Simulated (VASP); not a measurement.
Wanted: the native input for a VASP 6.6.1 run.

- Task: single point
- Functional: r2SCAN
- Potentials or basis: VASP PAW PBE potentials, release 64 (Ba_sv, Zr_sv, O)
- Cutoff: 520 eV
- k mesh: 6 × 6 × 6
- Occupations: gaussian, width 0.01 eV
- Spin: no spin polarisation
- Dipole correction: no
- Further INCAR settings: ALGO = Normal; EDIFF = 1e-06; NBANDS = 28

Crystal: BaZrO3.

```xyz
5
Lattice="4.2053 0.0000 0.0000 0.0000 4.2053 0.0000 0.0000 0.0000 4.2053" Properties=species:S:1:pos:R:3 pbc="T T T"
Ba    0.0000    0.0000    0.0000
Zr    2.1027    2.1027    2.1027
O     2.1027    0.0000    2.1027
O     2.1027    2.1027    0.0000
O     0.0000    2.1027    2.1027
```

One way to write it, as run:

POSCAR

```
BaZrO3
1.0
    4.2053404461      0.0000000000      0.0000000000
    0.0000000000      4.2053404461      0.0000000000
    0.0000000000      0.0000000000      4.2053404461
Ba Zr O
1 1 3
Direct
    0.0000000000      0.0000000000      0.0000000000
    0.5000000000      0.5000000000      0.5000000000
    0.5000000000      0.0000000000      0.5000000000
    0.5000000000      0.5000000000      0.0000000000
    0.0000000000      0.5000000000      0.5000000000
```

INCAR.step1

```
SYSTEM = BaZrO3
PREC = Accurate
ENCUT = 520
ISMEAR = 0
SIGMA = 0.01
LREAL = .False.
LASPH = .True.
NELM = 100
NBANDS = 28
GGA = PE
ALGO = Normal
EDIFF = 1E-4
LWAVE = .True.
LCHARG = .False.
```

INCAR.step2

```
SYSTEM = BaZrO3
PREC = Accurate
ENCUT = 520
EDIFF = 1E-6
ISMEAR = 0
SIGMA = 0.01
LREAL = .False.
LASPH = .True.
NELM = 100
ALGO = Normal
ISIF = 2
LWAVE = .False.
LCHARG = .False.
METAGGA = R2SCAN
LMIXTAU = .True.
NBANDS = 28
ISTART = 1
```

KPOINTS

```
regular mesh
0
Gamma
  6 6 6
  0 0 0
```

Potentials or basis: VASP PAW PBE potentials, release 64 (Ba_sv, Zr_sv, O).

The run is started by

```console
$ cat potpaw_PBE.64/Ba_sv/POTCAR potpaw_PBE.64/Zr_sv/POTCAR potpaw_PBE.64/O/POTCAR > POTCAR
$ cp INCAR.step1 INCAR
$ mpirun -np 1 vasp_std > vasp.out
$ cp INCAR.step2 INCAR
$ mpirun -np 1 vasp_std > vasp.out
```

It gave:

- Pressure: 1.0 GPa
- Band gap on the k mesh: 3.68 eV (least direct gap 3.93 eV)

Caveat: the PAW data sets were made with another functional, which shifts forces and pressure a little; spin-orbit coupling is left out, which moves the levels of the heavy elements.

Run time: 2.2 min on 1 thread of Intel Xeon 8259CL (shared host), peak memory 0.21 GiB.
